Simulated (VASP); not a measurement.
Input of a VASP 6.6.1 run:

File INCAR:

```
SYSTEM = Rb3Ba
PREC = Accurate ; ENCUT = 520
EDIFF = 1E-6 ; ISMEAR = 0
SIGMA = 0.1 ; LREAL = .False.
LASPH = .True. ; NELM = 100
ALGO = Normal ; ISIF = 2
LWAVE = .False. ; LCHARG = .False.
GGA = PE ; NBANDS = 26
```

The input KPOINTS:

```
regular mesh
0
Gamma
  1 1 1
  0 0 0
```

Contents of POSCAR:

```
Rb3Ba
1.0
    0.0000000000      5.5144300000      5.5144300000
    5.5144300000      0.0000000000      5.5144300000
    5.5144300000      5.5144300000      0.0000000000
Rb Ba
3 1
Direct
    0.2500000000      0.2500000000      0.2500000000
    0.7500000000      0.7500000000      0.7500000000
    0.5000000000      0.5000000000      0.5000000000
    0.0000000000      0.0000000000      0.0000000000
```

Potentials or basis: VASP PAW PBE potentials, release 64 (Rb_sv, Ba_sv).

The run is started by

```sh
$ cat potpaw_PBE.64/Rb_sv/POTCAR potpaw_PBE.64/Ba_sv/POTCAR > POTCAR
$ mpirun -np 1 vasp_gam > vasp.out
```

Predict the pressure.

-1.7 GPa.

Caveat: the k points lie up to 0.99 Å⁻¹ apart.
